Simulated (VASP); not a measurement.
# ZrS (Fmmm) in VASP: a series of runs, part 2 of 2

VASP 6.6.1. The steps go on from the part before.

**4. Single point, PBEsol**

The input, INCAR:

```
SYSTEM = ZrS
PREC     = Accurate       ! precision mode
ENCUT    = 520            ! plane-wave cutoff, eV
EDIFF    = 1E-7           ! SCF threshold, eV
ISMEAR   = 0              ! smearing method
SIGMA    = 0.15           ! smearing width, eV
LREAL    = .FALSE.        ! projectors in reciprocal space
LASPH    = .TRUE.         ! aspherical terms in the spheres
NELM     = 80             ! most SCF steps
ALGO     = Normal         ! electronic algorithm
ISIF     = 2              ! what is computed and relaxed
LWAVE    = .FALSE.        ! write WAVECAR
LCHARG   = .FALSE.        ! write CHGCAR
GGA      = PS             ! functional
NBANDS   = 16             ! bands
```

The input, KPOINTS:

```
regular mesh
0
G
  16 16 16
  0 0 0
```

The input, POSCAR:

```
ZrS
1.0
    0.0000000000      2.5574137477      2.7040203745
    2.4886959280      0.0000000000      2.7040203745
    2.4886959280      2.5574137477      0.0000000000
Zr S
1 1
Direct
    0.0000000000      0.0000000000      0.0000000000
    0.5000000000      0.5000000000      0.5000000000
```

On the command line:

```
$ cat potpaw_PBE.64/Zr_sv/POTCAR potpaw_PBE.64/S/POTCAR > POTCAR
$ mpirun -np 1 vasp_std > vasp.out
```

Run time: 2.2 min. Hardware: 1 thread of Intel Xeon 6975P-C (Granite Rapids), shared host; peak memory 0.43 GiB.

It converged, with:

| Quantity | Value |
| --- | --- |
| Free energy | -16.4071 eV |
| Pressure | 2.6 GPa |
| Band gap on the k mesh | zero (bands 9 and 10 overlap by 2.96 eV) |

Stress tensor (GPa, compression positive):
```
 14.43   0.00   0.00
  0.00   3.29   0.00
  0.00   0.00 -10.06
```

Levels at points of the mesh, in eV from the Fermi level:
```csv
k point,band 5,band 6,band 7,band 8,band 9,band 10,band 11,band 12,band 13,band 14
"(0.00, 0.00, 0.00)",-16.03,-3.62,-3.47,-3.36,-1.94,-1.32,-1.05,-1.03,-0.62,2.55
"(0.50, 0.00, 0.00)",-14.24,-8.26,-6.19,-6.15,1.50,1.78,1.91,2.07,5.36,5.59
"(0.50, 0.50, 0.00)",-15.21,-6.58,-4.26,-4.18,-3.72,0.34,2.52,2.63,3.11,3.75
"(0.50, 0.00, 0.50)",-15.14,-6.24,-4.51,-4.42,-3.64,0.51,2.21,2.86,3.10,3.86
"(0.00, 0.50, 0.50)",-15.12,-6.01,-4.63,-4.61,-3.64,0.71,2.23,2.76,3.07,3.84
```

Caveat: the cell differs from its parent crystal (strain +e along x and -e along y -0.0133, strain +e along z and -e/2 along x and y +0.0467); the stress differs along the axes, from -10 to 14 GPa; the PAW data sets were made with another functional, which shifts forces and pressure a little.

**5. Single point, PBEsol**

The input, INCAR:

```
PREC = Accurate
ENCUT = 520
EDIFF = 1E-6
ISMEAR = 0
SIGMA = 0.15
LREAL = False
LASPH = True
NELM = 60
ALGO = Normal
ISIF = 2
LWAVE = False
LCHARG = False
GGA = PS
NBANDS = 16
```

The input, KPOINTS:

```
Automatic mesh
0
Gamma
  16 16 16
```

The input, POSCAR:

```
ZrS
1.0
    0.0000000000      2.7470335963      2.4627329923
    2.5403634616      0.0000000000      2.4627329923
    2.5403634616      2.7470335963      0.0000000000
Zr S
1 1
Direct
    0.0000000000      0.0000000000      0.0000000000
    0.5000000000      0.5000000000      0.5000000000
```

Potentials or basis: VASP PAW PBE potentials, release 64 (Zr_sv, S).

On the command line:

```
$ cat potpaw_PBE.64/Zr_sv/POTCAR potpaw_PBE.64/S/POTCAR > POTCAR
$ mpirun -np 1 vasp_std > vasp.out
```

OUTCAR:

```text
PREC = Accurate
   ENCUT = 520
   EDIFF = 1E-6
   ISMEAR = 0
   LREAL = False
   LASPH = True
   NELM = 60
   ISIF = 2
   GGA = PS

 ion  position               nearest neighbor table
   1  0.000  0.000  0.000-   2 2.46   2 2.46   2 2.54   2 2.54   2 2.75   2 2.75
   2  0.500  0.500  0.500-   1 2.46   1 2.46   1 2.54   1 2.54   1 2.75   1 2.75

  LATTYP: Found a face centered orthorhombic cell.
 ALAT       =     4.9254659846
 B/A-ratio  =     1.0315220812
 C/A-ratio  =     1.1154410993

  Lattice vectors:

 A1 = (   2.5403634616,   2.7470335963,   0.0000000000)
 A2 = (   0.0000000000,   2.7470335963,   2.4627329923)
 A3 = (   2.5403634616,   0.0000000000,   2.4627329923)

Analysis of symmetry for initial positions (statically):
=====================================================================
 Subroutine PRICEL returns:
 Original cell was already a primitive cell.

 Routine SETGRP: Setting up the symmetry group for a
 face centered orthorhombic supercell.

 Subroutine GETGRP returns: Found  8 space group operations
 (whereof  8 operations were pure point group operations)
 out of a pool of  8 trial point group operations.

The static configuration has the point symmetry D_2h.

Analysis of symmetry for dynamics (positions and initial velocities):
=====================================================================
 Subroutine PRICEL returns:
 Original cell was already a primitive cell.

 Routine SETGRP: Setting up the symmetry group for a
 face centered orthorhombic supercell.

 Subroutine GETGRP returns: Found  8 space group operations
 (whereof  8 operations were pure point group operations)
 out of a pool of  8 trial point group operations.

The dynamic configuration has the point symmetry D_2h.

 Subroutine INISYM returns: Found  8 space group operations
 (whereof  8 operations are pure point group operations),
 and found     1 'primitive' translations

----------------------------------------------------------------------------------------

                                     Primitive cell

  volume of cell :      34.3722

  direct lattice vectors                    reciprocal lattice vectors
     0.000000000  2.747033596  2.462732992    -0.196822229  0.182014519  0.203026476
     2.540363462  0.000000000  2.462732992     0.196822229 -0.182014519  0.203026476
     2.540363462  2.747033596  0.000000000     0.196822229  0.182014519 -0.203026476

  length of vectors
     3.689342404  3.538149277  3.741609292     0.336285630  0.336285630  0.336285630

  position of ions in fractional coordinates (direct lattice)
     0.000000000  0.000000000  0.000000000
     0.500000000  0.500000000  0.500000000

  ion indices of the primitive-cell ions
   primitive index   ion index
                 1           1
                 2           2

----------------------------------------------------------------------------------------

 KPOINTS: Automatic mesh

Automatic generation of k-mesh.
 Grid dimensions read from file:
 generate k-points for:   16   16   16

 Generating k-lattice:

  Cartesian coordinates                     Fractional coordinates (reciprocal lattice)
    -0.012301389  0.011375907  0.012689155     0.062500000  0.000000000  0.000000000
     0.012301389 -0.011375907  0.012689155    -0.000000000  0.062500000 -0.000000000
     0.012301389  0.011375907 -0.012689155     0.000000000  0.000000000  0.062500000

  Length of vectors
     0.021017852  0.021017852  0.021017852

  Shift w.r.t. Gamma in fractional coordinates (k-lattice)
     0.000000000  0.000000000  0.000000000

 Subroutine IBZKPT returns following result:
 ===========================================

 Found    621 irreducible k-points:

 Following reciprocal coordinates:
            Coordinates               Weight
  0.000000  0.000000  0.000000      1.000000
  0.062500  0.000000  0.000000      8.000000
  0.125000  0.000000  0.000000      8.000000
  0.187500  0.000000  0.000000      8.000000
  0.250000  0.000000  0.000000      8.000000
  0.312500  0.000000  0.000000      8.000000
[... 16 lines left out ...]
 -0.125000  0.062500  0.000000      8.000000
 -0.062500  0.062500 -0.000000      4.000000
 [... further k-points ...]
   k-points           NKPTS =    621   k-points in BZ     NKDIM =    621   number of bands    NBANDS=     16
   number of dos      NEDOS =    301   number of ions     NIONS =      2
   total plane-waves  NPLWV =  21952
   dimension x,y,z NGX =    28 NGY =   28 NGZ =   28
   dimension x,y,z NGXF=    56 NGYF=   56 NGZF=   56
   ions per type =               1   1
   NGX,Y,Z   is equivalent  to a cutoff of  12.62, 13.16, 12.44 a.u.
   NGXF,Y,Z  is equivalent  to a cutoff of  25.23, 26.31, 24.88 a.u.
 SYSTEM =  unknown system
   PREC   = accura    normal or accurate (medium, high low for compatibility)
   ISTART =      0    job   : 0-new  1-cont  2-samecut
   ICHARG =      2    charge: 1-file 2-atom 10-const
   ISPIN  =      1    spin polarized calculation?
   LNONCOLLINEAR =      F non collinear calculations
   LSORBIT =      F    spin-orbit coupling
   LASPH  =      T    aspherical Exc in radial PAW
   ENCUT  =  520.0 eV  38.22 Ry    6.18 a.u.   6.86  6.58  6.96*2*pi/ulx,y,z
   NELM   =     60;   NELMIN=  2; NELMDL= -5     # of ELM steps
   EDIFF  = 0.1E-05   stopping-criterion for ELM
   LREAL  =      F    real-space projection
   EDIFFG = 0.1E-04   stopping-criterion for IOM
   NSW    =      0    number of steps for IOM
   IBRION =     -1    ionic relax: 0-MD 1-quasi-New 2-CG
   NFREE  =      0    steps in history (QN), initial steepest desc. (CG)
   ISIF   =      2    stress and relaxation
   ISYM   =      2    0-nonsym 1-usesym 2-fastsym
   POTIM  = 0.5000    time-step for ionic-motion
   TEBEG  =    0.0;   TEEND  =   0.0 temperature during run
   PSTRESS=    0.0 pullay stress
   NELECT =      18.0000    total number of electrons
   NUPDOWN=      -1.0000    fix difference up-down
   EMIN   =  10.00;   EMAX   =-10.00  energy-range for DOS
   EFERMI =   0.00;   METHOD = LEGACY
   ISMEAR =     0;   SIGMA  =   0.15  broadening in eV -4-tet -1-fermi 0-gaus
   EFERMI_NEDOS =   21; number of points for ismear=-14 and -15
   IALGO  =     38    algorithm
   IMIX   =      4    mixing-type and parameters
     AMIX     =   0.40;   BMIX     =  1.00
     AMIX_MAG =   1.60;   BMIX_MAG =  1.00
  volume/ion in A,a.u.               =      17.19       115.98
  Fermi-wavevector in a.u.,A,eV,Ry     =   1.319562  2.493611 23.691077  1.741245
  Thomas-Fermi vector in A             =   2.449452
   LORBIT       =      0    0 simple, 1 ext, 2 COOP (PROOUT), +10 PAW based schemes
   GGA     = PS    functional components
   LHFCALC =     F    Hartree Fock is set to
   AEXX    =    0.0000 exact exchange contribution
   IVDW    =     0    specifies the selected vdW correction
   LEPSILON=     F    determine dielectric tensor
   LRPA    =     F    only Hartree local field effects (RPA)
 non-spin polarized calculation
 Gauss-broadening in eV      SIGMA  =   0.15
  energy-cutoff  :      520.00
  volume of cell :       34.37
 maximum number of plane-waves:       945
   NGX = 13   NGY = 13   NGZ = 13

 number of electron      17.9999999 magnetization

 Free energy of the ion-electron system (eV)
  ---------------------------------------------------
  ext. energy  EPLUGINS =         0.00000000
  ---------------------------------------------------
  free energy    TOTEN  =       -16.32511385 eV

  energy without entropy =      -16.31086420  energy(sigma->0) =      -16.31798903

 E-fermi :  11.1924     XC(G=0): -11.6920

 val. band max:       11.1915491196   @ k =  -0.2500   0.2500  -0.0000
 cond. band min:      11.1924796446   @ k =   0.1875  -0.0625   0.1250
 fundamental gap:      0.0009305250
 Fermi energy:        11.1923720869

 k-point     1 :       0.0000    0.0000    0.0000
  band No.  band energies     occupation
      1     -38.5083      2.00000
      2     -16.5613      2.00000
      3     -16.5210      2.00000
      4     -16.4794      2.00000
      5      -4.8435      2.00000
      6       7.5485      2.00000
[... 8 lines left out ...]
     15      18.4500      0.00000
     16      23.4834      0.00000
[... 419 lines left out ...]
 k-point    24 :      -0.0625    0.0625   -0.0000
  band No.  band energies     occupation
      1     -38.5051      2.00000
      2     -16.5731      2.00000
      3     -16.5472      2.00000
      4     -16.4913      2.00000
      5      -4.7131      2.00000
      6       6.8060      2.00000
[... 8 lines left out ...]
     15      18.8980      0.00000
     16      22.3745      0.00000

 [... further k-points ...]

------------------------ aborting loop because EDIFF is reached ----------------------------------------

  FORCE on cell =-STRESS in cart. coord.  units (eV):
  Direction    XX          YY          ZZ          XY          YZ          ZX
  --------------------------------------------------------------------------------------
  -------------------------------------------------------------------------------------
  Total        1.2470782     -2.5704959      4.1408488      0.0000000      0.0000000      0.0000000
  in kB       58.1295714   -119.8175260    193.0157730      0.0000000      0.0000000      0.0000000
  external PRESSURE =      43.7759395 kB  Pullay stress =       0.0000000 kB

 VOLUME and BASIS-vectors are now :
 -----------------------------------------------------------------------------
  energy-cutoff  :      520.00
  volume of cell :       34.37
      direct lattice vectors                 reciprocal lattice vectors
     0.000000000  2.747033596  2.462732992    -0.196822229  0.182014519  0.203026476
     2.540363462  0.000000000  2.462732992     0.196822229 -0.182014519  0.203026476
     2.540363462  2.747033596  0.000000000     0.196822229  0.182014519 -0.203026476

 POSITION                                       TOTAL-FORCE (eV/Angst)
 -----------------------------------------------------------------------------------
      0.00000      0.00000      0.00000         0.000000      0.000000      0.000000
      2.54036      2.74703      2.46273         0.000000      0.000000     -0.000000
 -----------------------------------------------------------------------------------
    total drift:                                0.000000      0.000000      0.000000

  FREE ENERGIE OF THE ION-ELECTRON SYSTEM (eV)
  ---------------------------------------------------
  free  energy   TOTEN  =       -16.3251138532 eV

  energy  without entropy=      -16.3108642004  energy(sigma->0) =      -16.31798903
```

Run time: 1.9 min. Hardware: 1 thread of Intel Xeon 6975P-C (Granite Rapids), shared host; peak memory 0.43 GiB.

What came out:

| Quantity | Value |
| --- | --- |
| Free energy | -16.3251 eV |
| Pressure | 4.4 GPa |
| Band gap on the k mesh | zero (bands 9 and 10 overlap by 2.87 eV) |

Stress tensor (GPa, compression positive):
```
  5.81   0.00   0.00
  0.00 -11.98   0.00
  0.00   0.00  19.30
```

Caveat: the cell differs from its parent crystal (strain +e along x and -e along y -0.0400, strain +e along z and -e/2 along x and y -0.0467); the stress differs along the axes, from -12 to 19 GPa; the PAW data sets were made with another functional, which shifts forces and pressure a little.

**6. Summary**

```csv
cell,gap on the mesh (eV),pressure (GPa)
"a = 3.769, b = 3.676, c = 3.527 Å, angles 63.1, 60.4, 56.5°, 2 atoms",none,6.0
"a = 3.658, b = 3.608, c = 3.696 Å, angles 60.1, 58.8, 61.2°, 2 atoms",none,1.0
"a = 3.722, b = 3.675, c = 3.568 Å, angles 61.8, 60.5, 57.7°, 2 atoms",none,2.6
"a = 3.689, b = 3.538, c = 3.742 Å, angles 60.8, 56.9, 62.3°, 2 atoms",none,4.4
```

Alike in all rows: task single point; level PBEsol; potentials or basis VASP PAW PBE potentials, release 64 (Zr_sv, S); no spin polarisation; k mesh 16 × 16 × 16; cutoff (eV) 520; smearing gaussian 0.15 eV.

Caveats: the PAW data sets were made with another functional, which shifts forces and pressure a little; the stress differs along the axes, from -13 to 28 GPa (at least some runs); the stress differs along the axes, from -6 to 9 GPa (at least some runs); the stress differs along the axes, from -10 to 14 GPa (at least some runs); the stress differs along the axes, from -12 to 19 GPa (at least some runs).

Total energies depend on the potentials used, so only differences within one code and one set of settings carry meaning.
